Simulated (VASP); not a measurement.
# AlN (CsCl type) (Pm-3m) in VASP: a series of runs

AlN (CsCl type) is run at these levels: PBE; tasks: single point, relaxation of cell and atoms.

Program: VASP 6.6.1. These are calculated values, not measurements. Logs are shortened: lines on timing, memory, paths and dates and some standing lists are left out, and cuts for length are marked.

## (1) The cell of the first run

Symmetry: Pm-3m, No. 221, cubic system. Conventional cell: a = 2.187 Å, b = 2.187 Å, c = 2.187 Å, α = 90.00°, β = 90.00°, γ = 90.00°. Within 2.5 Å of Al (site symmetry m-3m) lie 8 N at 1.89 Å and 6 Al at 2.19 Å. N (site symmetry m-3m) has 8 Al at 1.89 Å and 6 N at 2.19 Å within 2.5 Å.

## (2) Single point, PBE

File INCAR:

```
SYSTEM = AlN
  PREC = Accurate
  ENCUT = 520
  EDIFF = 1E-6
  ISMEAR = -1
  SIGMA = 0.1
  LREAL = .False.
  LASPH = .True.
  NELM = 60
  ALGO = Normal
  ISIF = 2
  LWAVE = .False.
  LCHARG = .False.
  GGA = PE
  NBANDS = 11
```

File KPOINTS:

```
Automatic mesh
0
Gamma
  16 16 16
  0 0 0
```

File POSCAR:

```
AlN
1.0
    2.1865478884      0.0000000000      0.0000000000
    0.0000000000      2.1865478884      0.0000000000
    0.0000000000      0.0000000000      2.1865478884
Al N
1 1
Direct
    0.0000000000      0.0000000000      0.0000000000
    0.5000000000      0.5000000000      0.5000000000
```

Potentials or basis: VASP PAW PBE potentials, release 64 (Al, N).

Started as:

```bash
$ cat potpaw_PBE.64/Al/POTCAR potpaw_PBE.64/N/POTCAR > POTCAR
$ mpirun -np 1 vasp_std > vasp.out
```

OUTCAR:

```text
SYSTEM = AlN
   PREC = Accurate
   ENCUT = 520
   EDIFF = 1E-6
   ISMEAR = -1
   LREAL = .False.
   LASPH = .True.
   NELM = 60
   ISIF = 2
   GGA = PE

 ion  position               nearest neighbor table
   1  0.000  0.000  0.000-   2 1.89   2 1.89   2 1.89   2 1.89   2 1.89   2 1.89   2 1.89   2 1.89

   2  0.500  0.500  0.500-   1 1.89   1 1.89   1 1.89   1 1.89   1 1.89   1 1.89   1 1.89   1 1.89

  LATTYP: Found a simple cubic cell.
 ALAT       =     2.1865478884

  Lattice vectors:

 A1 = (   2.1865478884,   0.0000000000,   0.0000000000)
 A2 = (   0.0000000000,   2.1865478884,   0.0000000000)
 A3 = (   0.0000000000,   0.0000000000,   2.1865478884)

Analysis of symmetry for initial positions (statically):
=====================================================================
 Subroutine PRICEL returns:
 Original cell was already a primitive cell.

 Routine SETGRP: Setting up the symmetry group for a
 simple cubic supercell.

 Subroutine GETGRP returns: Found 48 space group operations
 (whereof 48 operations were pure point group operations)
 out of a pool of 48 trial point group operations.

The static configuration has the point symmetry O_h .

Analysis of symmetry for dynamics (positions and initial velocities):
=====================================================================
 Subroutine PRICEL returns:
 Original cell was already a primitive cell.

 Routine SETGRP: Setting up the symmetry group for a
 simple cubic supercell.

 Subroutine GETGRP returns: Found 48 space group operations
 (whereof 48 operations were pure point group operations)
 out of a pool of 48 trial point group operations.

The dynamic configuration has the point symmetry O_h .

 Subroutine INISYM returns: Found 48 space group operations
 (whereof 48 operations are pure point group operations),
 and found     1 'primitive' translations

----------------------------------------------------------------------------------------

                                     Primitive cell

  volume of cell :      10.4539

  direct lattice vectors                    reciprocal lattice vectors
     2.186547888  0.000000000  0.000000000     0.457341916  0.000000000  0.000000000
     0.000000000  2.186547888  0.000000000     0.000000000  0.457341916  0.000000000
     0.000000000  0.000000000  2.186547888     0.000000000  0.000000000  0.457341916

  length of vectors
     2.186547888  2.186547888  2.186547888     0.457341916  0.457341916  0.457341916

  position of ions in fractional coordinates (direct lattice)
     0.000000000  0.000000000  0.000000000
     0.500000000  0.500000000  0.500000000

  ion indices of the primitive-cell ions
   primitive index   ion index
                 1           1
                 2           2

----------------------------------------------------------------------------------------

 KPOINTS: Automatic mesh

Automatic generation of k-mesh.
 Grid dimensions read from file:
 generate k-points for:   16   16   16

 Generating k-lattice:

  Cartesian coordinates                     Fractional coordinates (reciprocal lattice)
     0.028583870  0.000000000  0.000000000     0.062500000  0.000000000  0.000000000
     0.000000000  0.028583870  0.000000000     0.000000000  0.062500000  0.000000000
     0.000000000  0.000000000  0.028583870     0.000000000  0.000000000  0.062500000

  Length of vectors
     0.028583870  0.028583870  0.028583870

  Shift w.r.t. Gamma in fractional coordinates (k-lattice)
     0.000000000  0.000000000  0.000000000

 Subroutine IBZKPT returns following result:
 ===========================================

 Found    165 irreducible k-points:

 Following reciprocal coordinates:
            Coordinates               Weight
  0.000000  0.000000  0.000000      1.000000
  0.062500  0.000000  0.000000      6.000000
  0.125000  0.000000  0.000000      6.000000
  0.187500  0.000000  0.000000      6.000000
  0.250000  0.000000  0.000000      6.000000
  0.312500  0.000000  0.000000      6.000000
[... 16 lines left out ...]
  0.437500  0.125000  0.000000     24.000000
  0.500000  0.125000  0.000000     12.000000
 [... further k-points ...]
   k-points           NKPTS =    165   k-points in BZ     NKDIM =    165   number of bands    NBANDS=     11
   number of dos      NEDOS =    301   number of ions     NIONS =      2
   total plane-waves  NPLWV =   4096
   dimension x,y,z NGX =    16 NGY =   16 NGZ =   16
   dimension x,y,z NGXF=    32 NGYF=   32 NGZF=   32
   ions per type =               1   1
   NGX,Y,Z   is equivalent  to a cutoff of  12.16, 12.16, 12.16 a.u.
   NGXF,Y,Z  is equivalent  to a cutoff of  24.33, 24.33, 24.33 a.u.
 SYSTEM =  AlN
   PREC   = accura    normal or accurate (medium, high low for compatibility)
   ISTART =      0    job   : 0-new  1-cont  2-samecut
   ICHARG =      2    charge: 1-file 2-atom 10-const
   ISPIN  =      1    spin polarized calculation?
   LNONCOLLINEAR =      F non collinear calculations
   LSORBIT =      F    spin-orbit coupling
   LASPH  =      T    aspherical Exc in radial PAW
   ENCUT  =  520.0 eV  38.22 Ry    6.18 a.u.   4.07  4.07  4.07*2*pi/ulx,y,z
   NELM   =     60;   NELMIN=  2; NELMDL= -5     # of ELM steps
   EDIFF  = 0.1E-05   stopping-criterion for ELM
   LREAL  =      F    real-space projection
   EDIFFG = 0.1E-04   stopping-criterion for IOM
   NSW    =      0    number of steps for IOM
   IBRION =     -1    ionic relax: 0-MD 1-quasi-New 2-CG
   NFREE  =      0    steps in history (QN), initial steepest desc. (CG)
   ISIF   =      2    stress and relaxation
   ISYM   =      2    0-nonsym 1-usesym 2-fastsym
   POTIM  = 0.5000    time-step for ionic-motion
   TEBEG  =    0.0;   TEEND  =   0.0 temperature during run
   PSTRESS=    0.0 pullay stress
   NELECT =       8.0000    total number of electrons
   NUPDOWN=      -1.0000    fix difference up-down
   EMIN   =  10.00;   EMAX   =-10.00  energy-range for DOS
   EFERMI =   0.00;   METHOD = LEGACY
   ISMEAR =    -1;   SIGMA  =   0.10  broadening in eV -4-tet -1-fermi 0-gaus
   EFERMI_NEDOS =   21; number of points for ismear=-14 and -15
   IALGO  =     38    algorithm
   IMIX   =      4    mixing-type and parameters
     AMIX     =   0.40;   BMIX     =  1.00
     AMIX_MAG =   1.60;   BMIX_MAG =  1.00
  volume/ion in A,a.u.               =       5.23        35.27
  Fermi-wavevector in a.u.,A,eV,Ry     =   1.497428  2.829728 30.508200  2.242289
  Thomas-Fermi vector in A             =   2.609317
   LORBIT       =      0    0 simple, 1 ext, 2 COOP (PROOUT), +10 PAW based schemes
   GGA     = PE    functional components
   LHFCALC =     F    Hartree Fock is set to
   AEXX    =    0.0000 exact exchange contribution
   IVDW    =     0    specifies the selected vdW correction
   LEPSILON=     F    determine dielectric tensor
   LRPA    =     F    only Hartree local field effects (RPA)
 non-spin polarized calculation
  energy-cutoff  :      520.00
  volume of cell :       10.45
 maximum number of plane-waves:       300
   NGX =  9   NGY =  9   NGZ =  9

 number of electron       8.0000002 magnetization

 Free energy of the ion-electron system (eV)
  ---------------------------------------------------
  ext. energy  EPLUGINS =         0.00000000
  ---------------------------------------------------
  free energy    TOTEN  =        -6.98237784 eV

  energy without entropy =       -6.97447841  energy(sigma->0) =       -6.97842812

 E-fermi :  20.0800     XC(G=0): -14.7295

 val. band max:       20.0580489168   @ k =   0.5000   0.3750   0.0625
 cond. band min:      20.1187015037   @ k =   0.5000   0.3125   0.0000
 fundamental gap:      0.0606525869
 Fermi energy:        20.0800157246

 k-point     1 :       0.0000    0.0000    0.0000
  band No.  band energies     occupation
      1      -4.9409      2.00000
      2      17.4442      2.00000
      3      17.4442      2.00000
      4      17.4442      2.00000
      5      25.2366      0.00000
      6      25.2366      0.00000
      7      28.8555      0.00000
      8      45.6133      0.00000
      9      45.6133      0.00000
     10      45.6133      0.00000
     11      49.5102      0.00000

 k-point     2 :       0.0625    0.0000    0.0000
  band No.  band energies     occupation
      1      -4.8394      2.00000
      2      16.6145      2.00000
      3      17.4883      2.00000
      4      17.4883      2.00000
      5      25.3534      0.00000
      6      25.9500      0.00000
      7      29.0900      0.00000
      8      45.1423      0.00000
      9      45.1423      0.00000
     10      45.5243      0.00000
     11      49.2813      0.00000

 k-point     3 :       0.1250    0.0000    0.0000
  band No.  band energies     occupation
      1      -4.5370      2.00000
      2      14.7704      2.00000
      3      17.6161      2.00000
      4      17.6161      2.00000
      5      25.7025      0.00000
      6      27.2412      0.00000
      7      29.9504      0.00000
      8      43.8816      0.00000
      9      43.8816      0.00000
     10      45.3529      0.00000
     11      48.9197      0.00000

 k-point     4 :       0.1875    0.0000    0.0000
  band No.  band energies     occupation
      1      -4.0400      2.00000
      2      12.6287      2.00000
      3      17.8147      2.00000
      4      17.8147      2.00000
      5      26.2803      0.00000
      6      28.1919      0.00000
      7      31.4836      0.00000
      8      42.2491      0.00000
      9      42.2491      0.00000
     10      45.3523      0.00000
     11      46.3955      0.00000
[... 239 lines left out ...]
 k-point    22 :       0.3750    0.1250    0.0000
  band No.  band energies     occupation
      1      -1.2519      2.00000
      2       7.0227      2.00000
      3      16.5508      2.00000
      4      18.7969      1.99999
      5      28.5116      0.00000
      6      30.8729      0.00000
      7      33.3500      0.00000
      8      37.8902      0.00000
      9      38.1784      0.00000
     10      42.1678      0.00000
     11      45.6742      0.00000

 k-point    23 :       0.4375    0.1250    0.0000
  band No.  band energies     occupation
      1      -0.4194      2.00000
      2       5.6660      2.00000
      3      16.8367      2.00000
      4      18.9731      1.99997
      5      28.4302      0.00000
      6      31.3338      0.00000
      7      33.5057      0.00000
      8      37.3982      0.00000
      9      37.4621      0.00000
     10      41.3266      0.00000
     11      45.8355      0.00000

 k-point    24 :       0.5000    0.1250    0.0000
  band No.  band energies     occupation
      1      -0.0365      2.00000
      2       5.1074      2.00000
      3      16.9428      2.00000
      4      19.0367      1.99994
      5      28.3585      0.00000
      6      31.5650      0.00000
      7      33.5628      0.00000
      8      37.1658      0.00000
      9      37.2167      0.00000
     10      41.0310      0.00000
     11      45.8950      0.00000

 [... further k-points ...]
[... 5 lines left out ...]
  --------------------------------------------------------------------------------------
  -------------------------------------------------------------------------------------
  Total       19.6600767     19.6600767     19.6600767     -0.0000000      0.0000000      0.0000000
  in kB     3013.1365238   3013.1365238   3013.1365238     -0.0000000      0.0000000      0.0000000
  external PRESSURE =    3013.1365238 kB  Pullay stress =       0.0000000 kB

 VOLUME and BASIS-vectors are now :
 -----------------------------------------------------------------------------
  energy-cutoff  :      520.00
  volume of cell :       10.45
      direct lattice vectors                 reciprocal lattice vectors
     2.186547888  0.000000000  0.000000000     0.457341916  0.000000000  0.000000000
     0.000000000  2.186547888  0.000000000     0.000000000  0.457341916  0.000000000
     0.000000000  0.000000000  2.186547888     0.000000000  0.000000000  0.457341916

 POSITION                                       TOTAL-FORCE (eV/Angst)
 -----------------------------------------------------------------------------------
      0.00000      0.00000      0.00000         0.000000      0.000000      0.000000
      1.09327      1.09327      1.09327         0.000000      0.000000      0.000000
 -----------------------------------------------------------------------------------
    total drift:                                0.000000      0.000000      0.000000

  FREE ENERGIE OF THE ION-ELECTRON SYSTEM (eV)
  ---------------------------------------------------
  free  energy   TOTEN  =        -6.9823778359 eV

  energy  without entropy=       -6.9744784107  energy(sigma->0) =       -6.97842812
```

It took 9 s on 1 thread of Intel Xeon 8259CL, shared host; peak memory 0.12 GiB.

What came out:

| Quantity | Value |
| --- | --- |
| Free energy | -6.9824 eV |
| Pressure | 301.3 GPa |
| Band gap on the k mesh | zero (bands 4 and 5 overlap by 1.05 eV) |

Levels at points of the mesh, in eV from the Fermi level:
```csv
k point,band 1,band 2,band 3,band 4,band 5,band 6,band 7,band 8
"(0.00, 0.00, 0.00)",-25.02,-2.64,-2.64,-2.64,5.16,5.16,8.78,25.53
"(0.50, 0.00, 0.00)",-20.45,-15.36,-1.30,-1.30,10.67,10.87,14.35,15.60
"(0.50, 0.50, 0.00)",-16.64,-11.75,-11.75,-1.30,0.78,15.40,15.40,17.37
"(0.50, 0.50, 0.50)",-12.15,-9.19,-9.19,-9.19,1.76,1.76,1.76,17.06
```

Caveat: the cell stands under pressure.

## (3) Single point, PBE

File INCAR:

```
SYSTEM = AlN
PREC = Accurate
ENCUT = 520
EDIFF = 1E-6
ISMEAR = -1
SIGMA = 0.1
LREAL = .False.
LASPH = .True.
NELM = 80
ALGO = Normal
ISIF = 2
LWAVE = .False.
LCHARG = .True.
GGA = PE
LELF = .True.
LVHAR = .True.
NBANDS = 11
```

KPOINTS is that of step 2.

File POSCAR:

```
AlN
1.0
    2.1868390512      0.0000000000      0.0000000000
    0.0000000000      2.1868390512      0.0000000000
    0.0000000000      0.0000000000      2.1868390512
Al N
1 1
Direct
    0.0000000000      0.0000000000      0.0000000000
    0.5000000000      0.5000000000      0.5000000000
```

Potentials or basis: VASP PAW PBE potentials, release 64 (Al, N).

Started as:

```bash
$ cat potpaw_PBE.64/Al/POTCAR potpaw_PBE.64/N/POTCAR > POTCAR
$ mpirun -np 1 vasp_std > vasp.out
```

Wall time 11 s (1 thread of Intel Xeon 8259CL, shared host); peak memory 0.12 GiB.

The run converged. Its results:

```yaml
Free_energy: -6.9902 eV
Pressure: 300.9 GPa
Band_gap_on_the_k_mesh: zero (bands 4 and 5 overlap by 1.05 eV)
```

Levels at points of the mesh, in eV from the Fermi level:
| k point | band 2 | band 3 | band 4 | band 5 | band 6 | band 7 |
| --- | --- | --- | --- | --- | --- | --- |
| (0.00, 0.00, 0.00) | -2.63 | -2.63 | -2.63 | 5.16 | 5.16 | 8.77 |
| (0.50, 0.00, 0.00) | -15.35 | -1.30 | -1.30 | 10.66 | 10.87 | 14.35 |
| (0.50, 0.50, 0.00) | -11.75 | -11.75 | -1.30 | 0.78 | 15.40 | 15.40 |
| (0.50, 0.50, 0.50) | -9.18 | -9.18 | -9.18 | 1.76 | 1.76 | 1.76 |

Caveat: the cell stands under pressure.

[end of part 1 of 3]
